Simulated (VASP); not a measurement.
# TiC (an interface model) in VASP: single point with PBE

Aim: the single point of TiC (an interface model) with PBE.

Program: VASP 6.6.1. These are calculated values, not measurements. Logs are shortened: lines on timing, memory, paths and dates and some standing lists are left out, and cuts for length are marked.

**1. The cell of the first run**

The cell holds layers of an interface, 24 atoms: a = 3.064 Å, b = 3.064 Å, c = 29.967 Å, α = 90.00°, β = 90.00°, γ = 120.00°.

**2. Single point, PBE**

INCAR

```
ALGO = Fast ; EDIFF = 1E-6
ENCUT = 520 ; GGA = PE
ISIF = 2 ; ISMEAR = 0
LASPH = T ; LCHARG = F
LREAL = Auto ; LWAVE = F
NBANDS = 114 ; NELM = 60
PREC = Accurate ; SIGMA = 0.1
```

KPOINTS

```
k-points
0
Gamma
  12 12 2
```

POSCAR

```
TiC
1.0
    3.0637674448      0.0000000000      0.0000000000
   -1.5318837224      2.6533004385      0.0000000000
    0.0000000000      0.0000000000     29.9669741289
Ti C
12 12
Direct
    0.0000000000      0.0000000000      0.0000000000
    0.3333333333      0.6666666667      0.0832714181
    0.6666666667      0.3333333333      0.1665115200
    1.0000000000      1.0000000000      0.2500000000
    0.3333333333      0.6666666667      0.3334884800
    0.6666666667      0.3333333333      0.4167285819
    0.3333333333      0.6666666667      0.9167285819
    0.6666666667      0.3333333333      0.8334884800
    1.0000000000      1.0000000000      0.7500000000
    0.3333333333      0.6666666667      0.6665115200
    0.6666666667      0.3333333333      0.5832714181
    1.0000000000      1.0000000000      0.5000000000
    1.0000000000      1.0000000000      0.1251421343
    0.6666666667      0.3333333333      0.0423201839
    0.3333333333      0.6666666667      0.2083875946
    1.0000000000      1.0000000000      0.3748578657
    0.6666666667      0.3333333333      0.2916124054
    0.3333333333      0.6666666667      0.4576798161
    1.0000000000      1.0000000000      0.8748578657
    0.6666666667      0.3333333333      0.9576798161
    0.3333333333      0.6666666667      0.7916124054
    1.0000000000      1.0000000000      0.6251421343
    0.6666666667      0.3333333333      0.7083875946
    0.3333333333      0.6666666667      0.5423201839
```

Potentials or basis: VASP PAW PBE potentials, release 64 (Ti_sv, C).

On the command line:

```bash
> cat potpaw_PBE.64/Ti_sv/POTCAR potpaw_PBE.64/C/POTCAR > POTCAR
> mpirun -np 1 vasp_std > vasp.out
```

OUTCAR:

```text
EDIFF = 1E-6
   ENCUT = 520
   GGA = PE
   ISIF = 2
   ISMEAR = 0
   LASPH = T
   LREAL = Auto
   NELM = 60
   PREC = Accurate

 ion  position               nearest neighbor table
   1  0.000  0.000  0.000-  14 2.18  20 2.18  14 2.18  20 2.18  14 2.18  20 2.18
   2  0.333  0.667  0.083-  14 2.15  14 2.15  14 2.15  13 2.17  13 2.17  13 2.17
   3  0.667  0.333  0.167-  13 2.16  13 2.16  13 2.16  15 2.17  15 2.17  15 2.17
   4  0.000  0.000  0.250-  15 2.16  17 2.16  17 2.16  15 2.16  17 2.16  15 2.16
   5  0.333  0.667  0.333-  16 2.16  16 2.16  16 2.16  17 2.17  17 2.17  17 2.17
   6  0.667  0.333  0.417-  18 2.15  18 2.15  18 2.15  16 2.17  16 2.17  16 2.17
[... 16 lines left out ...]
  23  0.667  0.333  0.708-   9 2.16   9 2.16   9 2.16  10 2.17  10 2.17  10 2.17
  24  0.333  0.667  0.542-  11 2.15  11 2.15  11 2.15  12 2.18  12 2.18  12 2.18

  LATTYP: Found a hexagonal cell.
 ALAT       =     3.0637674448
 C/A-ratio  =     9.7810864136

  Lattice vectors:

 A1 = (   3.0637674448,   0.0000000000,   0.0000000000)
 A2 = (  -1.5318837224,   2.6533004385,   0.0000000000)
 A3 = (   0.0000000000,   0.0000000000,  29.9669741289)

Analysis of symmetry for initial positions (statically):
=====================================================================
 Subroutine PRICEL returns:
 Original cell was already a primitive cell.

 Routine SETGRP: Setting up the symmetry group for a
 hexagonal supercell.

 Subroutine GETGRP returns: Found 24 space group operations
 (whereof 12 operations were pure point group operations)
 out of a pool of 24 trial point group operations.

The static configuration has the point symmetry D_3h.
 The point group associated with its full space group is D_6h.

Analysis of symmetry for dynamics (positions and initial velocities):
=====================================================================
 Subroutine PRICEL returns:
 Original cell was already a primitive cell.

 Routine SETGRP: Setting up the symmetry group for a
 hexagonal supercell.

 Subroutine GETGRP returns: Found 24 space group operations
 (whereof 12 operations were pure point group operations)
 out of a pool of 24 trial point group operations.

The dynamic configuration has the point symmetry D_3h.
 The point group associated with its full space group is D_6h.

 Subroutine INISYM returns: Found 24 space group operations
 (whereof 12 operations are pure point group operations),
 and found     1 'primitive' translations

----------------------------------------------------------------------------------------

                                     Primitive cell

  volume of cell :     243.6044

  direct lattice vectors                    reciprocal lattice vectors
     3.063767445  0.000000000  0.000000000     0.326395530  0.188444547  0.000000000
    -1.531883722  2.653300439  0.000000000     0.000000000  0.376889095  0.000000000
     0.000000000  0.000000000 29.966974129     0.000000000  0.000000000  0.033370069

  length of vectors
     3.063767445  3.063767445 29.966974129     0.376889095  0.376889095  0.033370069

  position of ions in fractional coordinates (direct lattice)
     0.000000000  0.000000000  0.000000000
     0.333333333  0.666666667  0.083271418
     0.666666667  0.333333333  0.166511520
     0.000000000  0.000000000  0.250000000
     0.333333333  0.666666667  0.333488480
     0.666666667  0.333333333  0.416728582
[... 16 lines left out ...]
     0.666666667  0.333333333  0.708387595
     0.333333333  0.666666667  0.542320184

  ion indices of the primitive-cell ions
   primitive index   ion index
                 1           1
                 2           2
                 3           3
                 4           4
                 5           5
                 6           6
[... 16 lines left out ...]
                23          23
                24          24

----------------------------------------------------------------------------------------

 KPOINTS: k-points

Automatic generation of k-mesh.
 Grid dimensions read from file:
 generate k-points for:   12   12    2

 Generating k-lattice:

  Cartesian coordinates                     Fractional coordinates (reciprocal lattice)
     0.027199628  0.015703712  0.000000000     0.083333333 -0.000000000  0.000000000
     0.000000000  0.031407425  0.000000000     0.000000000  0.083333333  0.000000000
     0.000000000  0.000000000  0.016685035     0.000000000  0.000000000  0.500000000

  Length of vectors
     0.031407425  0.031407425  0.016685035

  Shift w.r.t. Gamma in fractional coordinates (k-lattice)
     0.000000000  0.000000000  0.000000000

 Subroutine IBZKPT returns following result:
 ===========================================

 Found     38 irreducible k-points:

 Following reciprocal coordinates:
            Coordinates               Weight
  0.000000  0.000000  0.000000      1.000000
  0.083333 -0.000000  0.000000      6.000000
  0.166667 -0.000000  0.000000      6.000000
  0.250000  0.000000  0.000000      6.000000
  0.333333  0.000000  0.000000      6.000000
  0.416667 -0.000000  0.000000      6.000000
[... 16 lines left out ...]
  0.250000  0.000000  0.500000      6.000000
  0.333333  0.000000  0.500000      6.000000
 [... further k-points ...]
   k-points           NKPTS =     38   k-points in BZ     NKDIM =     38   number of bands    NBANDS=    114
   number of dos      NEDOS =    301   number of ions     NIONS =     24
   total plane-waves  NPLWV = 129024
   dimension x,y,z NGX =    24 NGY =   24 NGZ =  224
   dimension x,y,z NGXF=    48 NGYF=   48 NGZF=  448
   ions per type =              12  12
   NGX,Y,Z   is equivalent  to a cutoff of  13.02, 13.02, 12.43 a.u.
   NGXF,Y,Z  is equivalent  to a cutoff of  26.05, 26.05, 24.85 a.u.
 SYSTEM =  unknown system
   PREC   = accura    normal or accurate (medium, high low for compatibility)
   ISTART =      0    job   : 0-new  1-cont  2-samecut
   ICHARG =      2    charge: 1-file 2-atom 10-const
   ISPIN  =      1    spin polarized calculation?
   LNONCOLLINEAR =      F non collinear calculations
   LSORBIT =      F    spin-orbit coupling
   LASPH  =      T    aspherical Exc in radial PAW
   ENCUT  =  520.0 eV  38.22 Ry    6.18 a.u.   5.70  5.70 55.72*2*pi/ulx,y,z
   NELM   =     60;   NELMIN=  2; NELMDL= -5     # of ELM steps
   EDIFF  = 0.1E-05   stopping-criterion for ELM
   LREAL  =      T    real-space projection
   EDIFFG = 0.1E-04   stopping-criterion for IOM
   NSW    =      0    number of steps for IOM
   IBRION =     -1    ionic relax: 0-MD 1-quasi-New 2-CG
   NFREE  =      0    steps in history (QN), initial steepest desc. (CG)
   ISIF   =      2    stress and relaxation
   ISYM   =      2    0-nonsym 1-usesym 2-fastsym
   POTIM  = 0.5000    time-step for ionic-motion
   TEBEG  =    0.0;   TEEND  =   0.0 temperature during run
   PSTRESS=    0.0 pullay stress
   NELECT =     192.0000    total number of electrons
   NUPDOWN=      -1.0000    fix difference up-down
   EMIN   =  10.00;   EMAX   =-10.00  energy-range for DOS
   EFERMI =   0.00;   METHOD = LEGACY
   ISMEAR =     0;   SIGMA  =   0.10  broadening in eV -4-tet -1-fermi 0-gaus
   EFERMI_NEDOS =   21; number of points for ismear=-14 and -15
   IALGO  =     68    algorithm
   IMIX   =      4    mixing-type and parameters
     AMIX     =   0.40;   BMIX     =  1.00
     AMIX_MAG =   1.60;   BMIX_MAG =  1.00
  volume/ion in A,a.u.               =      10.15        68.50
  Fermi-wavevector in a.u.,A,eV,Ry     =   1.512215  2.857672 31.113723  2.286794
  Thomas-Fermi vector in A             =   2.622169
   LORBIT       =      0    0 simple, 1 ext, 2 COOP (PROOUT), +10 PAW based schemes
   GGA     = PE    functional components
   LHFCALC =     F    Hartree Fock is set to
   AEXX    =    0.0000 exact exchange contribution
   IVDW    =     0    specifies the selected vdW correction
   LEPSILON=     F    determine dielectric tensor
   LRPA    =     F    only Hartree local field effects (RPA)
 non-spin polarized calculation
 RMM-DIIS sequential band-by-band and
 Gauss-broadening in eV      SIGMA  =   0.10
  energy-cutoff  :      520.00
  volume of cell :      243.60
 maximum number of plane-waves:      6591
 NGX is ok and might be reduce to    24
   NGX = 11   NGY = 11   NGZ =111

 number of electron     191.9999958 magnetization

 Free energy of the ion-electron system (eV)
  ---------------------------------------------------
  ext. energy  EPLUGINS =         0.00000000
  ---------------------------------------------------
  free energy    TOTEN  =      -223.63417322 eV

  energy without entropy =     -223.60995888  energy(sigma->0) =     -223.62206605

 E-fermi :   9.4456     XC(G=0): -12.6985

 val. band max:        9.4415217176   @ k =   0.0000   0.0000   0.0000
 cond. band min:       9.4506387919   @ k =   0.1667  -0.0000   0.0000
 fundamental gap:      0.0091170743
 Fermi energy:         9.4456320974

 k-point     1 :       0.0000    0.0000    0.0000
  band No.  band energies     occupation
      1     -47.2012      2.00000
      2     -47.2012      2.00000
      3     -47.1096      2.00000
      4     -47.1065      2.00000
      5     -47.1038      2.00000
      6     -47.0989      2.00000
[... 100 lines left out ...]
    107      10.9589      0.00000
    108      10.9705      0.00000

 k-point     2 :       0.0833   -0.0000    0.0000
  band No.  band energies     occupation
      1     -47.1976      2.00000
      2     -47.1976      2.00000
      3     -47.1055      2.00000
      4     -47.1026      2.00000
      5     -47.1001      2.00000
      6     -47.0954      2.00000
[... 2434 lines left out ...]
 k-point    24 :       0.3333    0.0000    0.5000
  band No.  band energies     occupation
      1     -47.1605      2.00000
      2     -47.1605      2.00000
      3     -47.0620      2.00000
      4     -47.0620      2.00000
      5     -47.0596      2.00000
      6     -47.0596      2.00000
[... 100 lines left out ...]
    107      11.8266      0.00000
    108      11.8291      0.00000

 [... further k-points ...]

 [bands above 108 left out]

------------------------ aborting loop because EDIFF is reached ----------------------------------------

  FORCE on cell =-STRESS in cart. coord.  units (eV):
  Direction    XX          YY          ZZ          XY          YZ          ZX
  --------------------------------------------------------------------------------------
  -------------------------------------------------------------------------------------
  Total        2.0133341      2.0133341      0.2116419      0.0000000      0.0000000     -0.0000000
  in kB       13.2416256     13.2416256      1.3919612      0.0000000      0.0000000     -0.0000000
  external PRESSURE =       9.2917375 kB  Pullay stress =       0.0000000 kB

 VOLUME and BASIS-vectors are now :
 -----------------------------------------------------------------------------
  energy-cutoff  :      520.00
  volume of cell :      243.60
      direct lattice vectors                 reciprocal lattice vectors
     3.063767445  0.000000000  0.000000000     0.326395530  0.188444547  0.000000000
    -1.531883722  2.653300439  0.000000000     0.000000000  0.376889095  0.000000000
     0.000000000  0.000000000 29.966974129     0.000000000  0.000000000  0.033370069

 POSITION                                       TOTAL-FORCE (eV/Angst)
 -----------------------------------------------------------------------------------
      0.00000      0.00000      0.00000        -0.000000      0.000000      0.000000
     -0.00000      1.76887      2.49539         0.000000     -0.000000      0.015363
      1.53188      0.88443      4.98985        -0.000000      0.000000      0.012932
      0.00000      0.00000      7.49174        -0.000000      0.000000      0.000000
     -0.00000      1.76887      9.99364        -0.000000      0.000000     -0.012932
      1.53188      0.88443     12.48809        -0.000000      0.000000     -0.015363
[... 16 lines left out ...]
      1.53188      0.88443     21.22823        -0.000000     -0.000000     -0.005731
     -0.00000      1.76887     16.25169         0.000000     -0.000000      0.013884
 -----------------------------------------------------------------------------------
    total drift:                                0.000000      0.000000      0.000000

  FREE ENERGIE OF THE ION-ELECTRON SYSTEM (eV)
  ---------------------------------------------------
  free  energy   TOTEN  =      -223.6341732202 eV

  energy  without entropy=     -223.6099588827  energy(sigma->0) =     -223.62206605
```

It took 2.2 h on 1 thread of Oxide Virtual Turin-like, shared host; peak memory 0.75 GiB.

What came out:

```yaml
Free_energy: -223.6342 eV
Pressure: 0.9 GPa
Largest_force: 0.015 eV/Å
Band_gap_on_the_k_mesh: zero (bands 96 and 97 overlap by 0.95 eV)
```

Forces on the atoms (eV/Å):
```
Ti   0.000  0.000  0.000
Ti   0.000  0.000  0.015
Ti   0.000  0.000  0.013
Ti   0.000  0.000  0.000
Ti   0.000  0.000 -0.013
Ti   0.000  0.000 -0.015
Ti   0.000  0.000 -0.015
Ti   0.000  0.000 -0.013
Ti   0.000  0.000  0.000
Ti   0.000  0.000  0.013
Ti   0.000  0.000  0.015
Ti   0.000  0.000  0.000
C    0.000  0.000 -0.005
C    0.000  0.000  0.014
C    0.000  0.000 -0.006
C    0.000  0.000  0.005
C    0.000  0.000  0.006
C    0.000  0.000 -0.014
C    0.000  0.000  0.005
C    0.000  0.000 -0.014
C    0.000  0.000  0.006
C    0.000  0.000 -0.005
C    0.000  0.000 -0.006
C    0.000  0.000  0.014
```

Stress tensor (GPa, compression positive):
```
1.32 0.00 0.00
0.00 1.32 0.00
0.00 0.00 0.14
```
